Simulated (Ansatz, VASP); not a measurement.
**One calculation of InAs, two programs**

```
CELL_PARAMETERS angstrom
0.00000 3.01353 3.01353
3.01353 0.00000 3.01353
3.01353 3.01353 0.00000
ATOMIC_POSITIONS crystal
In 0.00000 0.00000 0.00000
As 0.25000 0.25000 0.25000
```

Alike in both runs: functional LDA; k mesh 9 × 9 × 9; occupations fermi-dirac, width 0.02 eV; no spin polarisation.

Ansatz relaxed the structure, and its values are those at the end. VASP's run is a single point on that final structure, the one shown.

|  | VASP | Ansatz |
| --- | --- | --- |
| version | VASP 6.6.1 | Ansatz 0.2.0 |
| potentials or method | VASP PAW LDA potentials, release 64 (In_d, As) | PAW with Ansatz's default frozen-core files, scalar-relativistic |
| plane-wave cutoff (eV) | 520 | 420 |
| valence electrons in the cell | 18 | 28 |

```csv
,VASP,Ansatz,Ansatz less VASP
pressure (GPa),0.1,0.0,-0.15
```

LDA's correlation is that of Perdew and Zunger in VASP and of Perdew and Wang (1992) in Ansatz. VASP's potentials hold 18 valence electrons a cell and Ansatz's 28, so a difference there can come from the potentials and not from the codes.
